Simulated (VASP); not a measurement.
A run of VASP 6.6.1 is set up as follows.

POSCAR

```
Sn
1.0
   -1.9499107339      1.9499107339      1.9499107339
    1.9499107339     -1.9499107339      1.9499107339
    1.9499107339      1.9499107339     -1.9499107339
Sn
1
Direct
    0.0000000000      0.0000000000      0.0000000000
```

Contents of INCAR.step1:

```
SYSTEM = Sn
PREC = Accurate
ENCUT = 520
EDIFF = 1E-5
ISMEAR = -1
SIGMA = 0.05
LREAL = .False.
LASPH = .True.
NELM = 60
ALGO = Normal
ISIF = 2
LWAVE = .True.
LCHARG = .False.
NBANDS = 13
GGA = PE
```

The input INCAR.step2:

```
SYSTEM = Sn
PREC = Accurate
ENCUT = 520
EDIFF = 1E-6
ISMEAR = -1
SIGMA = 0.05
LREAL = .False.
LASPH = .True.
NELM = 60
ALGO = Normal
ISIF = 2
LWAVE = .False.
LCHARG = .False.
GGA = PE
LHFCALC = .True.
AEXX = 0.25
HFSCREEN = 0.3
PRECFOCK = Normal
NBANDS = 13
ISTART = 1
```

File KPOINTS:

```
regular mesh
0
Gamma
  5 5 5
  0 0 0
```

Potentials or basis: VASP PAW PBE potentials, release 64 (Sn_d).

Run with:

```console
$ cat potpaw_PBE.64/Sn_d/POTCAR > POTCAR
$ cp INCAR.step1 INCAR
$ mpirun -np 1 vasp_std > vasp.out
$ cp INCAR.step2 INCAR
$ mpirun -np 1 vasp_std > vasp.out
```

(1) Estimate the pressure.

(2) Predict the band gap on the k mesh.

Answers

(1) 0.0 GPa.

(2) zero (bands 7 and 8 overlap by 9.80 eV).

Caveat: the k points lie up to 0.46 Å⁻¹ apart, too coarse for converged energies and pressures of a metal; the PAW data sets were made with another functional, which shifts forces and pressure a little; spin-orbit coupling is left out, which moves the levels of the heavy elements.
